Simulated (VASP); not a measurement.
The system is ZnCu.

```
Zn Cu
1.0
     2.94500    0.00000    0.00000
     0.00000    2.94500    0.00000
     0.00000    0.00000    2.94500
Zn Cu
1 1
Direct
  0.50000 0.50000 0.50000
  0.00000 0.00000 0.00000
```

```yaml
Program: VASP 6.6.1
Task: relaxation of cell and atoms
Functional: revPBE
Potentials_or_basis: VASP PAW PBE potentials, release 64 (Zn, Cu)
Cutoff: 600 eV
k_mesh: 9 × 9 × 9
Occupations: fermi-dirac, width 0.05 eV
Spin: no spin polarisation
```

At the start: pressure 6.3 GPa; volume 12.77 Å³/atom.

**Question.** How do energy, volume and symmetry change on relaxing?

**Answer.** Over 3 steps the energy falls by 12.9 meV/atom and the volume is 13.47 Å³/atom (+5.5 %); space group Pm-3m (No. 221, to 0.1 Å) before and after.

The path:
```tsv
step	energy change (eV)	largest force (eV/Å)	pressure (GPa)	volume (Å³)
1	0.0000	0.0000	6.30	25.54
2	-0.0230	0.0000	-1.73	27.44
3	-0.0259	0.0000	0.01	26.94
```

Final structure:
```
CELL_PARAMETERS angstrom
2.99773 0.00000 0.00000
0.00000 2.99773 0.00000
0.00000 0.00000 2.99773
ATOMIC_POSITIONS crystal
Zn 0.50000 0.50000 0.50000
Cu 0.00000 0.00000 0.00000
```

Caveat: the PAW data sets were made with another functional, which shifts forces and pressure a little.
